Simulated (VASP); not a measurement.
Set up this calculation in VASP 6.6.1, as the native input.

| Quantity | Value |
| --- | --- |
| Task | relaxation of cell and atoms |
| Functional | PBE |
| Potentials or basis | VASP PAW PBE potentials, release 64 (Zn, Sb) |
| Cutoff | 600 eV |
| k mesh | 10 × 10 × 10 |
| Occupations | gaussian, width 0.1 eV |
| Spin | no spin polarisation |
| Dipole correction | no |
| Further INCAR settings | ALGO = Normal; EDIFF = 1e-07; IBRION = 2; EDIFFG = -0.01; NSW = 100; ISIF = 3 |

The structure of ZnSb3 lies in POSCAR:

```
ZnSb3
1.0
    4.6841989041      0.0000000000      0.0000000000
    0.0000000000      4.6841989041      0.0000000000
    0.0000000000      0.0000000000      4.6841989041
Zn Sb
1 3
Direct
    0.0000000000      0.0000000000      0.0000000000
    0.0000000000      0.5000000000      0.5000000000
    0.5000000000      0.0000000000      0.5000000000
    0.5000000000      0.5000000000      0.0000000000
```

The input as run:

INCAR

```
PREC = Accurate ; ENCUT = 600
EDIFF = 1E-7 ; ISMEAR = 0
SIGMA = 0.1 ; LREAL = F
LASPH = T ; NELM = 80
ALGO = Normal ; ISIF = 3
LWAVE = F ; LCHARG = F
GGA = PE ; IBRION = 2
NSW = 100 ; EDIFFG = -0.01
```

KPOINTS

```
regular mesh
0
Gamma
  10 10 10
```

Potentials or basis: VASP PAW PBE potentials, release 64 (Zn, Sb).

Launch:

```console
$ cat potpaw_PBE.64/Zn/POTCAR potpaw_PBE.64/Sb/POTCAR > POTCAR
$ mpirun -np 1 vasp_std > vasp.out
```

Results of the run:

```
Relaxed volume                         : 25.53 Å³/atom
Relaxed cell                           : a = 4.674 Å, b = 4.674 Å, c = 4.674 Å, α = 90.00°, β = 90.00°, γ = 90.00°
Space group after relaxing (to 0.05 Å) : Pm-3m (No. 221)
Energy gained by relaxing              : 0.2 meV/atom
Ionic steps                            : 3
Pressure after relaxing                : 0.0 GPa
```

Wall time 4.3 min on 1 thread of AMD EPYC 7R13 Processor (Zen 3), with other jobs on the host, peak memory 0.29 GiB.
